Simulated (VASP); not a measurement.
A run of VASP 6.6.1 is set up as follows.

Contents of INCAR:

```
PREC = Accurate
ENCUT = 520
EDIFF = 1E-6
ISMEAR = 0
SIGMA = 0.05
LREAL = False
LASPH = True
NELM = 100
ALGO = Normal
ISIF = 2
LWAVE = False
LCHARG = False
GGA = PS
NBANDS = 15
```

KPOINTS

```
Automatic mesh
0
Gamma
  6 6 6
```

POSCAR

```
KCl
1.0
    3.8391960000      0.0000000000      0.0000000000
    0.0000000000      3.8391960000      0.0000000000
    0.0000000000      0.0000000000      3.7432161000
K Cl
1 1
Direct
    0.0000000000      0.0000000000      0.0000000000
    0.5000000000      0.5000000000      0.5000000000
```

Potentials or basis: VASP PAW PBE potentials, release 64 (K_sv, Cl).

Command:

```console
$ cat potpaw_PBE.64/K_sv/POTCAR potpaw_PBE.64/Cl/POTCAR > POTCAR
$ mpirun -np 1 vasp_std > vasp.out
```

Task: Estimate the pressure.

Result: -1.0 GPa.

Task: Predict the band gap on the k mesh.

Result: 4.63 eV, indirect (least direct gap 4.83 eV).

Stress tensor (GPa, compression positive):
```
-1.39  0.00  0.00
 0.00 -1.39  0.00
 0.00  0.00 -0.29
```

Caveat: the cell differs from its parent crystal (strain +0.000 along x and y, -0.025 along z); the PAW data sets were made with another functional, which shifts forces and pressure a little. A k mesh can miss the band edges.
